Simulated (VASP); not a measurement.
Write the native input for VASP 6.6.1 that does the following.

| Property | Result |
| --- | --- |
| Task | single point |
| Functional | LDA |
| Potentials or basis | VASP PAW LDA potentials, release 64 (Ag, Rh_pv) |
| Cutoff | 520 eV |
| k mesh | 11 × 11 × 6 |
| Occupations | fermi-dirac, width 0.05 eV |
| Spin | no spin polarisation |
| Dipole correction | no |
| Further INCAR settings | ALGO = Fast; EDIFF = 1e-06; NBANDS = 20 |

The structure of AgRh lies in POSCAR:

```
AgRh
1.0
    2.7775881998      0.0000000000      0.0000000000
   -1.3887940999      2.4054619423      0.0000000000
    0.0000000000      0.0000000000      4.8086020000
Ag Rh
1 1
Direct
    0.0000000000      0.0000000000      0.5000000000
    0.6666666667      0.3333333333      0.0000000000
```

One way to write it, as run:

INCAR

```
SYSTEM = AgRh
ALGO = Fast
EDIFF = 1E-6
ENCUT = 520
ISIF = 2
ISMEAR = -1
LASPH = .True.
LCHARG = .False.
LREAL = .False.
LWAVE = .False.
NBANDS = 20
NELM = 80
PREC = Accurate
SIGMA = 0.05
```

KPOINTS

```
k-points
0
Gamma
  11 11 6
  0 0 0
```

Potentials or basis: VASP PAW LDA potentials, release 64 (Ag, Rh_pv).

Launch:

```console
$ cat potpaw_LDA.64/Ag/POTCAR potpaw_LDA.64/Rh_pv/POTCAR > POTCAR
$ mpirun -np 1 vasp_std > vasp.out
```

It gave:

```json
{
  "Pressure": "-15.3 GPa",
  "Band gap on the k mesh": "zero (band 13 reaches 9.63 eV, above the bottom of band 14 at 8.31 eV)"
}
```

It took 49 s on 1 thread of Intel Xeon 8259CL, on a shared host, peak memory 0.17 GiB.
